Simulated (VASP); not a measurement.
# AlCd2: single point with PBE

AlCd2:

```
CELL_PARAMETERS angstrom
0.00000 4.11377 4.11377
4.11377 0.00000 4.11377
4.11377 4.11377 0.00000
ATOMIC_POSITIONS crystal
Al 0.00000 0.00000 0.00000
Al 0.25000 0.25000 0.25000
Cd 0.62500 0.62500 0.62500
Cd 0.12500 0.62500 0.62500
Cd 0.62500 0.62500 0.12500
Cd 0.62500 0.12500 0.62500
```

* Program: VASP 6.6.1
* Task: single point
* Functional: PBE
* Potentials or basis: VASP PAW PBE potentials, release 64 (Al, Cd)
* Cutoff: 520 eV
* k mesh: 4 × 4 × 4
* Occupations: gaussian, width 0.1 eV
* Spin: no spin polarisation
* Dipole correction: no
* Further INCAR settings: ALGO = Normal; EDIFF = 1e-06; NBANDS = 36

```yaml
Pressure: 0.5 GPa
Band_gap_on_the_k_mesh: zero (bands 27 and 28 overlap by 3.75 eV)
```

Levels at points of the mesh, in eV from the Fermi level:
| k point | band 23 | band 24 | band 25 | band 26 | band 27 | band 28 | band 29 | band 30 | band 31 | band 32 |
| --- | --- | --- | --- | --- | --- | --- | --- | --- | --- | --- |
| (0.00, 0.00, 0.00) | -1.65 | -1.37 | -1.37 | -1.37 | -0.73 | -0.30 | -0.30 | -0.30 | 1.21 | 1.21 |
| (0.50, 0.00, 0.00) | -2.69 | -2.30 | -1.56 | -1.56 | -1.23 | -1.23 | 1.69 | 2.67 | 3.08 | 3.08 |
| (0.50, 0.50, 0.00) | -3.89 | -3.89 | -3.19 | -3.19 | 2.52 | 2.52 | 3.27 | 3.27 | 3.53 | 3.53 |

Run time: 42 s on 1 thread of AMD EPYC 9R45 96-Core Processor (Zen 5), with other jobs on the host, peak memory 0.28 GiB.
